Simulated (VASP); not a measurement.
Set up this calculation in VASP 6.6.1, as the native input.

| Item | Value |
| --- | --- |
| Task | relaxation of cell and atoms |
| Functional | PBEsol |
| Potentials or basis | VASP PAW PBE potentials, release 64 (Al, P) |
| Cutoff | 500 eV |
| k mesh | 8 × 8 × 8 |
| Occupations | gaussian, width 0.01 eV |
| Spin | no spin polarisation |
| Target pressure | 2 GPa |
| Dipole correction | no |
| Further INCAR settings | ALGO = Normal; EDIFF = 1e-07; IBRION = 2; EDIFFG = -0.002; NSW = 100; ISIF = 3 |

The structure of AlP lies in POSCAR:

```
AlP
1.0
    2.7351224725      2.7351224725      0.0000000000
   -2.7351224725      2.7351224725      0.0000000000
    0.0000000000      2.7351224725      2.7351224725
Al P
1 1
Direct
    0.0000000000      0.0000000000      0.0000000000
    0.7500000000      0.2500000000      0.5000000000
```

The input as run:

INCAR

```
PREC     = Accurate       # precision mode
ENCUT    = 500            # plane-wave cutoff, eV
EDIFF    = 1E-7           # SCF threshold, eV
ISMEAR   = 0              # smearing method
SIGMA    = 0.01           # smearing width, eV
LREAL    = F              # projectors in reciprocal space
LASPH    = T              # aspherical terms in the spheres
NELM     = 120            # most SCF steps
ALGO     = Normal         # electronic algorithm
ISIF     = 3              # what is computed and relaxed
LWAVE    = F              # write WAVECAR
LCHARG   = F              # write CHGCAR
GGA      = PS             # functional
IBRION   = 2              # ionic algorithm
NSW      = 100            # ionic steps
EDIFFG   = -0.002         # ionic threshold
PSTRESS  = 20.0         
GGA_COMPAT= F            
NELMIN   = 4
```

KPOINTS

```
regular mesh
0
Gamma
  8 8 8
```

Potentials or basis: VASP PAW PBE potentials, release 64 (Al, P).

Command:

```bash
$ cat potpaw_PBE.64/Al/POTCAR potpaw_PBE.64/P/POTCAR > POTCAR
$ mpirun -np 1 vasp_std > vasp.out
```

It gave:

```
Relaxed volume                                         : 20.03 Å³/atom
Relaxed cell                                           : a = 3.840 Å, b = 3.840 Å, c = 3.840 Å, α = 60.00°, β = 60.00°, γ = 90.00°
Space group after relaxing (to 0.05 Å)                 : F-43m (No. 216)
Energy change on relaxing (the enthalpy is what falls) : +2.7 meV/atom
Ionic steps                                            : 3
Pressure after relaxing                                : 2.0 GPa
Band gap on the k mesh                                 : 1.41 eV, indirect (least direct gap 3.34 eV)
```

Caveat: the cell is relaxed towards a set pressure, so the enthalpy falls and the energy may rise; the PAW data sets were made with another functional, which shifts forces and pressure a little.

Run time: 18 s on 1 thread of Intel Xeon 6975P-C (shared host), peak memory 0.15 GiB.
